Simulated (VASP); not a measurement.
# BP (P6_122) in VASP: a series of runs

The runs below take BP through single point, relaxation of cell and atoms, with PBE.

All numbers are computed with VASP 6.6.1; they aren't measurements. Logs are shortened: lines on timing, memory, paths and dates and some standing lists are left out, and cuts for length are marked.

## (1) The cell of the first run

It takes space group P6_122 (No. 178, hexagonal). The conventional cell has a = 5.062 Å, b = 5.062 Å, c = 9.731 Å, α = 90.00°, β = 90.00°, γ = 120.00°. Within 2.4 Å of B (site symmetry 2) lie 3 P at 1.83 to 1.89 Å. Within 2.4 Å of P (site symmetry 2) lie 3 B at 1.83 to 1.89 Å.

## (2) Single point, PBE

Input file INCAR:

```
SYSTEM = BP
ALGO = Normal
EDIFF = 1E-6
ENCUT = 520
GGA = PE
ISIF = 2
ISMEAR = 0
LASPH = .TRUE.
LCHARG = .TRUE.
LELF = .TRUE.
LREAL = .FALSE.
LVHAR = .TRUE.
LWAVE = .FALSE.
NBANDS = 36
NELM = 60
PREC = Accurate
SIGMA = 0.1
```

Input file KPOINTS:

```
k-points
0
G
  6 6 2
  0 0 0
```

Input file POSCAR:

```
BP
1.0
    5.0622527898      0.0000000000      0.0000000000
   -2.5311263949      4.3840395163      0.0000000000
    0.0000000000      0.0000000000      9.7310558116
B P
6 6
Direct
    0.8448968126      0.4224484063      0.0833333333
    0.5775515937      0.4224484063      0.4166666667
    0.4224484063      0.8448968126      0.2500000000
    0.5775515937      0.1551031874      0.7500000000
    0.1551031874      0.5775515937      0.5833333333
    0.4224484063      0.5775515937      0.9166666667
    0.6314283652      0.2628567303      0.2500000000
    0.2628567303      0.6314283652      0.0833333333
    0.3685716348      0.6314283652      0.4166666667
    0.7371432697      0.3685716348      0.5833333333
    0.6314283652      0.3685716348      0.9166666667
    0.3685716348      0.7371432697      0.7500000000
```

Potentials or basis: VASP PAW PBE potentials, release 64 (B, P).

The run is started by

```sh
$ cat potpaw_PBE.64/B/POTCAR potpaw_PBE.64/P/POTCAR > POTCAR
$ mpirun -np 1 vasp_std > vasp.out
```

OUTCAR:

```text
SYSTEM = BP
   EDIFF = 1E-6
   ENCUT = 520
   GGA = PE
   ISIF = 2
   ISMEAR = 0
   LASPH = .TRUE.
   LREAL = .FALSE.
   NELM = 60
   PREC = Accurate

 ion  position               nearest neighbor table
   1  0.845  0.422  0.083-   8 1.83  11 1.89   7 1.89
   2  0.578  0.422  0.417-   9 1.83  10 1.89   7 1.89
   3  0.422  0.845  0.250-   7 1.83   9 1.89   8 1.89
   4  0.578  0.155  0.750-  12 1.83  11 1.89  10 1.89
   5  0.155  0.578  0.583-  10 1.83   9 1.89  12 1.89
   6  0.422  0.578  0.917-  11 1.83   8 1.89  12 1.89
   7  0.631  0.263  0.250-   3 1.83   1 1.89   2 1.89
   8  0.263  0.631  0.083-   1 1.83   6 1.89   3 1.89
   9  0.369  0.631  0.417-   2 1.83   5 1.89   3 1.89
  10  0.737  0.369  0.583-   5 1.83   2 1.89   4 1.89
  11  0.631  0.369  0.917-   6 1.83   1 1.89   4 1.89
  12  0.369  0.737  0.750-   4 1.83   5 1.89   6 1.89

  LATTYP: Found a hexagonal cell.
 ALAT       =     5.0622527898
 C/A-ratio  =     1.9222777320

  Lattice vectors:

 A1 = (   5.0622527898,   0.0000000000,   0.0000000000)
 A2 = (  -2.5311263949,   4.3840395163,   0.0000000000)
 A3 = (   0.0000000000,   0.0000000000,   9.7310558116)

Analysis of symmetry for initial positions (statically):
=====================================================================
 Subroutine PRICEL returns:
 Original cell was already a primitive cell.

 Routine SETGRP: Setting up the symmetry group for a
 hexagonal supercell.

 Subroutine GETGRP returns: Found 12 space group operations
 (whereof  2 operations were pure point group operations)
 out of a pool of 24 trial point group operations.

The static configuration has the point symmetry C_2 .
 The point group associated with its full space group is D_6 .

Analysis of symmetry for dynamics (positions and initial velocities):
=====================================================================
 Subroutine PRICEL returns:
 Original cell was already a primitive cell.

 Routine SETGRP: Setting up the symmetry group for a
 hexagonal supercell.

 Subroutine GETGRP returns: Found 12 space group operations
 (whereof  2 operations were pure point group operations)
 out of a pool of 24 trial point group operations.

The dynamic configuration has the point symmetry C_2 .
 The point group associated with its full space group is D_6 .

 Subroutine INISYM returns: Found 12 space group operations
[... 115 lines left out ...]
   TEBEG  =    0.0;   TEEND  =   0.0 temperature during run
   PSTRESS=    0.0 pullay stress
   NELECT =      48.0000    total number of electrons
   NUPDOWN=      -1.0000    fix difference up-down
   EMIN   =  10.00;   EMAX   =-10.00  energy-range for DOS
   EFERMI =   0.00;   METHOD = LEGACY
   ISMEAR =     0;   SIGMA  =   0.10  broadening in eV -4-tet -1-fermi 0-gaus
   EFERMI_NEDOS =   21; number of points for ismear=-14 and -15
   IALGO  =     38    algorithm
   IMIX   =      4    mixing-type and parameters
     AMIX     =   0.40;   BMIX     =  1.00
     AMIX_MAG =   1.60;   BMIX_MAG =  1.00
  volume/ion in A,a.u.               =      18.00       121.45
  Fermi-wavevector in a.u.,A,eV,Ry     =   0.991659  1.873964 13.379809  0.983388
  Thomas-Fermi vector in A             =   2.123416
   LORBIT       =      0    0 simple, 1 ext, 2 COOP (PROOUT), +10 PAW based schemes
   GGA     = PE    functional components
   LHFCALC =     F    Hartree Fock is set to
   AEXX    =    0.0000 exact exchange contribution
   IVDW    =     0    specifies the selected vdW correction
   LEPSILON=     F    determine dielectric tensor
   LRPA    =     F    only Hartree local field effects (RPA)
 non-spin polarized calculation
 Gauss-broadening in eV      SIGMA  =   0.10
  energy-cutoff  :      520.00
  volume of cell :      215.96
 maximum number of plane-waves:      5854
 NGX is ok and might be reduce to    40
   NGX = 19   NGY = 19   NGZ = 37

 number of electron      47.9999996 magnetization

 Free energy of the ion-electron system (eV)
  ---------------------------------------------------
  ext. energy  EPLUGINS =         0.00000000
  ---------------------------------------------------
  free energy    TOTEN  =       -68.42136115 eV

  energy without entropy =      -68.41725810  energy(sigma->0) =      -68.41930962

 E-fermi :   3.3371     XC(G=0):  -8.6059

 val. band max:        3.2844578707   @ k =   0.3333   0.3333   0.0000
 cond. band min:       3.3642952000   @ k =   0.0000   0.0000   0.0000
 fundamental gap:      0.0798373293
 Fermi energy:         3.3371308643

 k-point     1 :       0.0000    0.0000    0.0000
  band No.  band energies     occupation
      1     -10.8694      2.00000
      2      -9.7129      2.00000
      3      -9.7129      2.00000
      4      -7.6427      2.00000
      5      -7.3982      2.00000
      6      -7.3982      2.00000
[... 535 lines left out ...]
     35       8.4023      0.00000
     36       8.4023      0.00000

------------------------ aborting loop because EDIFF is reached ----------------------------------------

  FORCE on cell =-STRESS in cart. coord.  units (eV):
  Direction    XX          YY          ZZ          XY          YZ          ZX
  --------------------------------------------------------------------------------------
  -------------------------------------------------------------------------------------
  Total       -0.1276460     -0.1276460     -0.0178355     -0.0000000     -0.0000000      0.0000000
  in kB       -0.9469774     -0.9469774     -0.1323179     -0.0000000     -0.0000000      0.0000000
  external PRESSURE =      -0.6754242 kB  Pullay stress =       0.0000000 kB

 VOLUME and BASIS-vectors are now :
 -----------------------------------------------------------------------------
  energy-cutoff  :      520.00
  volume of cell :      215.96
      direct lattice vectors                 reciprocal lattice vectors
     5.062252790  0.000000000  0.000000000     0.197540510  0.114050067  0.000000000
    -2.531126395  4.384039516  0.000000000     0.000000000  0.228100134  0.000000000
     0.000000000  0.000000000  9.731055812     0.000000000  0.000000000  0.102763772

 POSITION                                       TOTAL-FORCE (eV/Angst)
 -----------------------------------------------------------------------------------
      3.20781      1.85203      0.81092        -0.003669     -0.002118      0.000000
      1.85444      1.85203      4.05461         0.003669     -0.002118      0.000000
      0.00000      3.70406      2.43276        -0.000000     -0.004236      0.000000
      2.53113      0.67998      7.29829         0.000000      0.004236      0.000000
     -0.67668      2.53201      5.67645         0.003669      0.002118     -0.000000
      0.67668      2.53201      8.92013        -0.003669      0.002118     -0.000000
      2.53113      1.15237      2.43276         0.000000      0.000380      0.000000
     -0.26758      2.76821      0.81092         0.000329      0.000190     -0.000000
      0.26758      2.76821      4.05461        -0.000329      0.000190     -0.000000
      2.79870      1.61583      5.67645        -0.000329     -0.000190      0.000000
      2.26355      1.61583      8.92013         0.000329     -0.000190      0.000000
     -0.00000      3.23167      7.29829         0.000000     -0.000380     -0.000000
 -----------------------------------------------------------------------------------
    total drift:                                0.000000     -0.000000      0.000000

  FREE ENERGIE OF THE ION-ELECTRON SYSTEM (eV)
  ---------------------------------------------------
  free  energy   TOTEN  =       -68.4213611481 eV

  energy  without entropy=      -68.4172580995  energy(sigma->0) =      -68.41930962
```

OSZICAR:

```text
N       E                     dE             d eps       ncg     rms          rms(c)
DAV:   1     0.176520252708E+03    0.17652E+03   -0.19551E+04  1008   0.112E+03
DAV:   2    -0.571668180972E+02   -0.23369E+03   -0.22098E+03  1276   0.200E+02
DAV:   3    -0.726021575151E+02   -0.15435E+02   -0.15096E+02  1288   0.522E+01
DAV:   4    -0.729225517985E+02   -0.32039E+00   -0.31902E+00  1312   0.818E+00
DAV:   5    -0.729321380222E+02   -0.95862E-02   -0.95719E-02  1320   0.131E+00    0.171E+01
DAV:   6    -0.691169683628E+02    0.38152E+01   -0.62577E+00  1136   0.984E+00    0.955E+00
DAV:   7    -0.684766505240E+02    0.64032E+00   -0.14963E+00  1264   0.461E+00    0.339E+00
DAV:   8    -0.684133946333E+02    0.63256E-01   -0.20999E-01  1344   0.176E+00    0.941E-01
DAV:   9    -0.684196472037E+02   -0.62526E-02   -0.14141E-02  1220   0.489E-01    0.360E-01
DAV:  10    -0.684209029652E+02   -0.12558E-02   -0.37219E-03  1216   0.241E-01    0.156E-01
DAV:  11    -0.684210913187E+02   -0.18835E-03   -0.34503E-04  1264   0.810E-02    0.583E-02
DAV:  12    -0.684212996746E+02   -0.20836E-03   -0.20330E-04  1092   0.569E-02    0.150E-02
DAV:  13    -0.684213558487E+02   -0.56174E-04   -0.60400E-05  1224   0.313E-02    0.732E-03
DAV:  14    -0.684213610340E+02   -0.51852E-05   -0.56467E-06  1124   0.996E-03    0.287E-03
DAV:  15    -0.684213611481E+02   -0.11415E-06   -0.55431E-07   800   0.336E-03
   1 F= -.68421361E+02 E0= -.68419310E+02  d E =-.410305E-02
```

stdout:

```text
POSCAR found type information on POSCAR B P
 POSCAR found :  2 types and      12 ions
 scaLAPACK will be used
 LDA part: xc-table for (Slater+PW92), standard interpolation
 POSCAR, INCAR and KPOINTS ok, starting setup
 FFT: planning ... GRIDC
 FFT: planning ... GRID_SOFT
 FFT: planning ... GRID
 WAVECAR not read
 entering main loop
```

Run time: 57 s. Hardware: 1 thread of Intel Xeon 6975P-C (Granite Rapids), shared host; peak memory 0.35 GiB.

Results:

* Free energy: -68.4214 eV
* Pressure: -0.1 GPa
* Largest force: 0.004 eV/Å
* Band gap on the k mesh: 0.08 eV, indirect (least direct gap 0.43 eV)

Forces on the atoms (eV/Å):
```
B   -0.004 -0.002  0.000
B    0.004 -0.002  0.000
B    0.000 -0.004  0.000
B    0.000  0.004  0.000
B    0.004  0.002  0.000
B   -0.004  0.002  0.000
P    0.000  0.000  0.000
P    0.000  0.000  0.000
P    0.000  0.000  0.000
P    0.000  0.000  0.000
P    0.000  0.000  0.000
P    0.000  0.000  0.000
```

A k mesh can miss the band edges.

[end of part 1 of 2]
